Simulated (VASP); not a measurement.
# Te2Mo (R-3m) in VASP: settings compared

The runs below take Te2Mo through single point, relaxation of cell and atoms, with r2SCAN+rVV10, r2SCAN, PBE+D3(BJ), PBE+D4.

All numbers are computed with VASP 6.6.1; they aren't measurements. Logs are shortened: lines on timing, memory, paths and dates and some standing lists are left out, and cuts for length are marked.

## (1) The cell of the first run

It takes space group R-3m (No. 166, trigonal). Conventional cell: a = 3.502 Å, b = 3.502 Å, c = 21.206 Å, α = 90.00°, β = 90.00°, γ = 120.00°. Mo (site symmetry -3m) has 6 Te at 2.73 Å and 6 Mo at 3.50 Å within 3.6 Å. Within 3.6 Å of Te (site symmetry 3m) lie 3 Mo at 2.73 Å and 6 Te at 3.50 Å.

## (2) Single point, r2SCAN+rVV10

Contents of POSCAR:

```
Te2Mo
1.0
    1.7509539876      1.0109137561      7.0687660182
   -1.7509539876      1.0109137561      7.0687660182
    0.0000000000     -2.0218275121      7.0687660182
Mo Te
1 2
Direct
    0.0000000000      0.0000000000      0.0000000000
    0.2465646676      0.2465646676      0.2465646676
    0.7534353324      0.7534353324      0.7534353324
```

Contents of INCAR.step1:

```
SYSTEM = Te2Mo
ALGO = Normal
EDIFF = 1E-4
ENCUT = 520
GGA = PE
ISMEAR = -1
LASPH = .TRUE.
LCHARG = .FALSE.
LREAL = .FALSE.
LWAVE = .TRUE.
NBANDS = 20
NELM = 100
PREC = Accurate
SIGMA = 0.02
```

Contents of INCAR.step2:

```
SYSTEM = Te2Mo
ALGO = Normal
BPARAM = 11.95
CPARAM = 0.0093
EDIFF = 1E-6
ENCUT = 520
ISIF = 2
ISMEAR = -1
ISTART = 1
IVDW_NL = 2
LASPH = .TRUE.
LCHARG = .FALSE.
LMIXTAU = .TRUE.
LREAL = .FALSE.
LUSE_VDW = .TRUE.
LWAVE = .FALSE.
METAGGA = R2SCAN
NBANDS = 20
NELM = 100
PREC = Accurate
SIGMA = 0.02
```

Contents of KPOINTS:

```
k-points
0
G
  8 8 8
  0 0 0
```

Potentials or basis: VASP PAW PBE potentials, release 64 (Mo_sv, Te).

The run is started by

```
> cat potpaw_PBE.64/Mo_sv/POTCAR potpaw_PBE.64/Te/POTCAR > POTCAR
> cp INCAR.step1 INCAR
> mpirun -np 1 vasp_std > vasp.out
> cp INCAR.step2 INCAR
> mpirun -np 1 vasp_std > vasp.out
```

OUTCAR:

```text
SYSTEM = Te2Mo
   BPARAM = 11.95
   EDIFF = 1E-6
   ENCUT = 520
   ISIF = 2
   ISMEAR = -1
   ISTART = 1
   IVDW_NL = 2
   LASPH = .TRUE.
   LREAL = .FALSE.
   METAGGA = R2SCAN
   NELM = 100
   PREC = Accurate

 ion  position               nearest neighbor table
   1  0.000  0.000  0.000-   3 2.73   2 2.73   3 2.73   3 2.73   2 2.73   2 2.73
   2  0.247  0.247  0.247-   1 2.73   1 2.73   1 2.73
   3  0.753  0.753  0.753-   1 2.73   1 2.73   1 2.73

  LATTYP: Found a trigonal (rhomboedric) cell.
 ALAT       =     7.3522268402
 COS(alpha) =     0.8865664126

  Lattice vectors:

 A1 = (   1.7509539876,   1.0109137561,   7.0687660182)
 A2 = (  -1.7509539876,   1.0109137561,   7.0687660182)
 A3 = (   0.0000000000,  -2.0218275121,   7.0687660182)

Analysis of symmetry for initial positions (statically):
=====================================================================
 Subroutine PRICEL returns:
 Original cell was already a primitive cell.

 Routine SETGRP: Setting up the symmetry group for a
 trigonal (rhombohedral) supercell.

 Subroutine GETGRP returns: Found 12 space group operations
 (whereof 12 operations were pure point group operations)
 out of a pool of 12 trial point group operations.

The static configuration has the point symmetry D_3d.

Analysis of symmetry for dynamics (positions and initial velocities):
=====================================================================
 Subroutine PRICEL returns:
 Original cell was already a primitive cell.

 Routine SETGRP: Setting up the symmetry group for a
 trigonal (rhombohedral) supercell.

 Subroutine GETGRP returns: Found 12 space group operations
 (whereof 12 operations were pure point group operations)
 out of a pool of 12 trial point group operations.

The dynamic configuration has the point symmetry D_3d.

 Subroutine INISYM returns: Found 12 space group operations
 (whereof 12 operations are pure point group operations),
 and found     1 'primitive' translations

----------------------------------------------------------------------------------------

                                     Primitive cell

  volume of cell :      75.0730

  direct lattice vectors                    reciprocal lattice vectors
     1.750953988  1.010913756  7.068766018     0.285558617  0.164867345  0.047155802
    -1.750953988  1.010913756  7.068766018    -0.285558617  0.164867345  0.047155802
     0.000000000 -2.021827512  7.068766018     0.000000000 -0.329734689  0.047155802

  length of vectors
     7.352226840  7.352226840  7.352226840     0.333089530  0.333089530  0.333089530

  position of ions in fractional coordinates (direct lattice)
     0.000000000  0.000000000  0.000000000
     0.246564668  0.246564668  0.246564668
     0.753435332  0.753435332  0.753435332

  ion indices of the primitive-cell ions
   primitive index   ion index
                 1           1
                 2           2
                 3           3

----------------------------------------------------------------------------------------

 KPOINTS: k-points

Automatic generation of k-mesh.
 Grid dimensions read from file:
 generate k-points for:    8    8    8

 Generating k-lattice:

  Cartesian coordinates                     Fractional coordinates (reciprocal lattice)
     0.035694827  0.020608418  0.005894475     0.125000000  0.000000000  0.000000000
    -0.035694827  0.020608418  0.005894475     0.000000000  0.125000000  0.000000000
     0.000000000 -0.041216836  0.005894475     0.000000000  0.000000000  0.125000000

  Length of vectors
     0.041636191  0.041636191  0.041636191

  Shift w.r.t. Gamma in fractional coordinates (k-lattice)
     0.000000000  0.000000000  0.000000000

 Subroutine IBZKPT returns following result:
 ===========================================

 Found     65 irreducible k-points:

 Following reciprocal coordinates:
            Coordinates               Weight
  0.000000  0.000000  0.000000      1.000000
  0.125000  0.000000  0.000000      6.000000
  0.250000  0.000000  0.000000      6.000000
  0.375000  0.000000  0.000000      6.000000
  0.500000  0.000000  0.000000      3.000000
  0.125000  0.125000  0.000000      6.000000
[... 16 lines left out ...]
  0.250000  0.125000  0.125000      6.000000
  0.375000  0.125000  0.125000      6.000000
 [... further k-points ...]
   k-points           NKPTS =     65   k-points in BZ     NKDIM =     65   number of bands    NBANDS=     20
   number of dos      NEDOS =    301   number of ions     NIONS =      3
   total plane-waves  NPLWV = 175616
   dimension x,y,z NGX =    56 NGY =   56 NGZ =   56
   dimension x,y,z NGXF=   112 NGYF=  112 NGZF=  112
   ions per type =               1   2
   NGX,Y,Z   is equivalent  to a cutoff of  12.66, 12.66, 12.66 a.u.
   NGXF,Y,Z  is equivalent  to a cutoff of  25.33, 25.33, 25.33 a.u.
 SYSTEM =  Te2Mo
   PREC   = accura    normal or accurate (medium, high low for compatibility)
   ISTART =      1    job   : 0-new  1-cont  2-samecut
   ICHARG =      0    charge: 1-file 2-atom 10-const
   ISPIN  =      1    spin polarized calculation?
   LNONCOLLINEAR =      F non collinear calculations
   LSORBIT =      F    spin-orbit coupling
   LASPH  =      T    aspherical Exc in radial PAW
   ENCUT  =  520.0 eV  38.22 Ry    6.18 a.u.  13.67 13.67 13.67*2*pi/ulx,y,z
   NELM   =    100;   NELMIN=  2; NELMDL=  0     # of ELM steps
   EDIFF  = 0.1E-05   stopping-criterion for ELM
   LREAL  =      F    real-space projection
   EDIFFG = 0.1E-04   stopping-criterion for IOM
   NSW    =      0    number of steps for IOM
   IBRION =     -1    ionic relax: 0-MD 1-quasi-New 2-CG
   NFREE  =      0    steps in history (QN), initial steepest desc. (CG)
   ISIF   =      2    stress and relaxation
   ISYM   =      2    0-nonsym 1-usesym 2-fastsym
   POTIM  = 0.5000    time-step for ionic-motion
   TEBEG  =    0.0;   TEEND  =   0.0 temperature during run
   PSTRESS=    0.0 pullay stress
   NELECT =      26.0000    total number of electrons
   NUPDOWN=      -1.0000    fix difference up-down
   EMIN   =  10.00;   EMAX   =-10.00  energy-range for DOS
   EFERMI =   0.00;   METHOD = LEGACY
   ISMEAR =    -1;   SIGMA  =   0.02  broadening in eV -4-tet -1-fermi 0-gaus
   EFERMI_NEDOS =   21; number of points for ismear=-14 and -15
   IALGO  =     38    algorithm
   IMIX   =      4    mixing-type and parameters
     AMIX     =   0.40;   BMIX     =  1.00
     AMIX_MAG =   1.60;   BMIX_MAG =  1.00
  volume/ion in A,a.u.               =      25.02       168.87
  Fermi-wavevector in a.u.,A,eV,Ry     =   1.149665  2.172552 17.983229  1.321730
  Thomas-Fermi vector in A             =   2.286334
   LORBIT       =      0    0 simple, 1 ext, 2 COOP (PROOUT), +10 PAW based schemes
   METAGGA = R2SCAN    functional components
   LHFCALC =     F    Hartree Fock is set to
   AEXX    =    0.0000 exact exchange contribution
   IVDW_NL    =     2    kernel type
   BPARAM     =11.9500
   IVDW    =     0    specifies the selected vdW correction
   LEPSILON=     F    determine dielectric tensor
   LRPA    =     F    only Hartree local field effects (RPA)
 non-spin polarized calculation
  energy-cutoff  :      520.00
  volume of cell :       75.07
 maximum number of plane-waves:      2054
   NGX = 27   NGY = 27   NGZ = 27

 number of electron      26.0000001 magnetization

 Free energy of the ion-electron system (eV)
  ---------------------------------------------------
  ext. energy  EPLUGINS =         0.00000000
  ---------------------------------------------------
  free energy    TOTEN  =       -76.72846312 eV

  energy without entropy =      -76.72726978  energy(sigma->0) =      -76.72786645

 E-fermi :   8.5073     XC(G=0): -11.0764

 val. band max:        8.4903812723   @ k =  -0.1250   0.5000   0.1250
 cond. band min:       8.5437985719   @ k =   0.5000   0.2500   0.0000
 fundamental gap:      0.0534172996
 Fermi energy:         8.5073023525

 k-point     1 :       0.0000    0.0000    0.0000
  band No.  band energies     occupation
      1     -54.7497      2.00000
      2     -28.1498      2.00000
      3     -28.0853      2.00000
      4     -28.0853      2.00000
      5      -5.5463      2.00000
      6      -4.2442      2.00000
[... 12 lines left out ...]
     19      15.0009      0.00000
     20      17.0942      0.00000

 k-point     2 :       0.1250    0.0000    0.0000
  band No.  band energies     occupation
      1     -54.7480      2.00000
      2     -28.1450      2.00000
      3     -28.1069      2.00000
      4     -28.0904      2.00000
      5      -5.2997      2.00000
      6      -4.1036      2.00000
[... 12 lines left out ...]
     19      15.7658      0.00000
     20      16.8178      0.00000

 k-point     3 :       0.2500    0.0000    0.0000
  band No.  band energies     occupation
      1     -54.7439      2.00000
      2     -28.1589      2.00000
      3     -28.1331      2.00000
      4     -28.1026      2.00000
      5      -4.6122      2.00000
      6      -3.7081      2.00000
[... 12 lines left out ...]
     19      15.2973      0.00000
     20      16.5108      0.00000

 k-point     4 :       0.3750    0.0000    0.0000
  band No.  band energies     occupation
      1     -54.7397      2.00000
      2     -28.2102      2.00000
      3     -28.1215      2.00000
      4     -28.1148      2.00000
      5      -3.7348      2.00000
      6      -3.1470      2.00000
[... 12 lines left out ...]
     19      14.2910      0.00000
     20      14.7579      0.00000

 k-point     5 :       0.5000    0.0000    0.0000
  band No.  band energies     occupation
      1     -54.7380      2.00000
      2     -28.2313      2.00000
      3     -28.1199      2.00000
      4     -28.1166      2.00000
      5      -3.3248      2.00000
      6      -2.7449      2.00000
[... 12 lines left out ...]
     19      13.8514      0.00000
     20      14.4929      0.00000

 k-point     6 :       0.1250    0.1250    0.0000
  band No.  band energies     occupation
      1     -54.7480      2.00000
      2     -28.1450      2.00000
      3     -28.1069      2.00000
      4     -28.0904      2.00000
      5      -5.2880      2.00000
      6      -4.1237      2.00000
[... 12 lines left out ...]
     19      15.9000      0.00000
     20      16.8293      0.00000

 k-point     7 :       0.2500    0.1250    0.0000
  band No.  band energies     occupation
      1     -54.7451      2.00000
      2     -28.1412      2.00000
      3     -28.1368      2.00000
      4     -28.1014      2.00000
      5      -4.8074      2.00000
      6      -3.8704      2.00000
[... 12 lines left out ...]
     19      16.4989      0.00000
     20      16.8881      0.00000
[... 277 lines left out ...]
 k-point    20 :      -0.3750    0.3750    0.0000
  band No.  band energies     occupation
      1     -54.7368      2.00000
      2     -28.2047      2.00000
      3     -28.1654      2.00000
      4     -28.1133      2.00000
      5      -2.8318      2.00000
      6      -2.7613      2.00000
[... 12 lines left out ...]
     19      14.4012      0.00000
     20      15.1601      0.00000

 k-point    21 :       0.5000    0.5000    0.0000
  band No.  band energies     occupation
      1     -54.7380      2.00000
      2     -28.2313      2.00000
      3     -28.1199      2.00000
      4     -28.1166      2.00000
      5      -3.1806      2.00000
      6      -2.9045      2.00000
[... 12 lines left out ...]
     19      13.3713      0.00000
     20      14.6603      0.00000

 k-point    22 :       0.1250    0.1250    0.1250
  band No.  band energies     occupation
      1     -54.7497      2.00000
      2     -28.1498      2.00000
      3     -28.0853      2.00000
      4     -28.0853      2.00000
      5      -5.5134      2.00000
      6      -4.3029      2.00000
[... 12 lines left out ...]
     19      15.2082      0.00000
     20      17.1368      0.00000

 k-point    23 :       0.2500    0.1250    0.1250
  band No.  band energies     occupation
      1     -54.7480      2.00000
      2     -28.1450      2.00000
      3     -28.1069      2.00000
      4     -28.0904      2.00000
      5      -5.2478      2.00000
      6      -4.1901      2.00000
[... 12 lines left out ...]
     19      15.7527      0.00000
     20      16.8980      0.00000

 k-point    24 :       0.3750    0.1250    0.1250
  band No.  band energies     occupation
      1     -54.7439      2.00000
      2     -28.1589      2.00000
      3     -28.1331      2.00000
      4     -28.1026      2.00000
      5      -4.5570      2.00000
      6      -3.7861      2.00000
[... 12 lines left out ...]
     19      15.4135      0.00000
     20      16.3552      0.00000

 [... further k-points ...]

------------------------ aborting loop because EDIFF is reached ----------------------------------------

  FORCE on cell =-STRESS in cart. coord.  units (eV):
  Direction    XX          YY          ZZ          XY          YZ          ZX
  --------------------------------------------------------------------------------------
  -------------------------------------------------------------------------------------
  Total        0.1925681      0.1925681      0.2279638      0.0000000      0.0000000      0.0000000
  in kB        4.1097112      4.1097112      4.8651107      0.0000000      0.0000000      0.0000000
  external PRESSURE =       4.3615111 kB  Pullay stress =       0.0000000 kB

 VOLUME and BASIS-vectors are now :
 -----------------------------------------------------------------------------
  energy-cutoff  :      520.00
  volume of cell :       75.07
      direct lattice vectors                 reciprocal lattice vectors
     1.750953988  1.010913756  7.068766018     0.285558617  0.164867345  0.047155802
    -1.750953988  1.010913756  7.068766018    -0.285558617  0.164867345  0.047155802
     0.000000000 -2.021827512  7.068766018     0.000000000 -0.329734689  0.047155802

 POSITION                                       TOTAL-FORCE (eV/Angst)
 -----------------------------------------------------------------------------------
      0.00000      0.00000      0.00000         0.000000     -0.000000      0.000000
      0.00000      0.00000      5.22872         0.000000     -0.000000     -0.050183
      0.00000      0.00000     15.97757         0.000000      0.000000      0.050183
 -----------------------------------------------------------------------------------
    total drift:                                0.000000     -0.000000     -0.000000

  FREE ENERGIE OF THE ION-ELECTRON SYSTEM (eV)
  ---------------------------------------------------
  free  energy   TOTEN  =       -76.7284631179 eV

  energy  without entropy=      -76.7272697782  energy(sigma->0) =      -76.72786645
```

It took 18 min on 1 thread of Intel Xeon Platinum 8488C (Sapphire Rapids), shared host; peak memory 1.1 GiB.

Results:

```
Free energy            : -76.7285 eV
Pressure               : 0.4 GPa
Largest force          : 0.050 eV/Å
Band gap on the k mesh : 0.05 eV (least direct gap 0.10 eV)
```

Forces in eV/Å, atoms in the order of the input:
```
Mo   0.000  0.000  0.000
Te   0.000  0.000 -0.050
Te   0.000  0.000  0.050
```

Caveat: the PAW data sets were made with another functional, which shifts forces and pressure a little; spin-orbit coupling is left out, which moves the levels of the heavy elements. A k mesh can miss the band edges.

## (3) Single point, r2SCAN

POSCAR is that of step 2.

Contents of INCAR.step1:

```
PREC = Accurate
ENCUT = 520
ISMEAR = -1
SIGMA = 0.02
LREAL = F
LASPH = T
NELM = 80
NBANDS = 20
GGA = PE
ALGO = Normal
EDIFF = 1E-4
LWAVE = T
LCHARG = F
```

Contents of INCAR.step2:

```
PREC = Accurate
ENCUT = 520
EDIFF = 1E-6
ISMEAR = -1
SIGMA = 0.02
LREAL = F
LASPH = T
NELM = 80
ALGO = Normal
ISIF = 2
LWAVE = F
LCHARG = F
METAGGA = R2SCAN
LMIXTAU = T
NBANDS = 20
ISTART = 1
```

Contents of KPOINTS:

```
regular mesh
0
Gamma
  8 8 8
```

Potentials or basis: VASP PAW PBE potentials, release 64 (Mo_sv, Te).

The run is started by

```
> cat potpaw_PBE.64/Mo_sv/POTCAR potpaw_PBE.64/Te/POTCAR > POTCAR
> cp INCAR.step1 INCAR
> mpirun -np 1 vasp_std > vasp.out
> cp INCAR.step2 INCAR
> mpirun -np 1 vasp_std > vasp.out
```

It took 16 min on 1 thread of Intel Xeon Platinum 8488C (Sapphire Rapids), shared host; peak memory 0.52 GiB.

It converged, with:

```
Free energy            : -77.2718 eV
Pressure               : 1.3 GPa
Band gap on the k mesh : 0.05 eV (least direct gap 0.09 eV)
```

Levels at points of the mesh, in eV from the valence-band top:
```tsv
k point	band 10	band 11	band 12	band 13	band 14	band 15	band 16	band 17
(0.00, 0.00, 0.00)	-1.60	-1.28	-0.80	-0.80	1.53	1.53	3.68	3.68
(0.50, 0.00, 0.00)	-3.13	-2.49	-1.85	-0.59	0.79	1.35	2.84	2.84
(0.50, 0.50, 0.00)	-3.03	-2.62	-2.04	-0.94	0.79	1.11	3.47	3.49
(0.50, 0.50, 0.50)	-2.60	-0.80	-0.80	-0.55	1.33	1.33	3.91	3.91
```

Caveat: the PAW data sets were made with another functional, which shifts forces and pressure a little; spin-orbit coupling is left out, which moves the levels of the heavy elements. A k mesh can miss the band edges.

(Continued in part 2 of 2.)
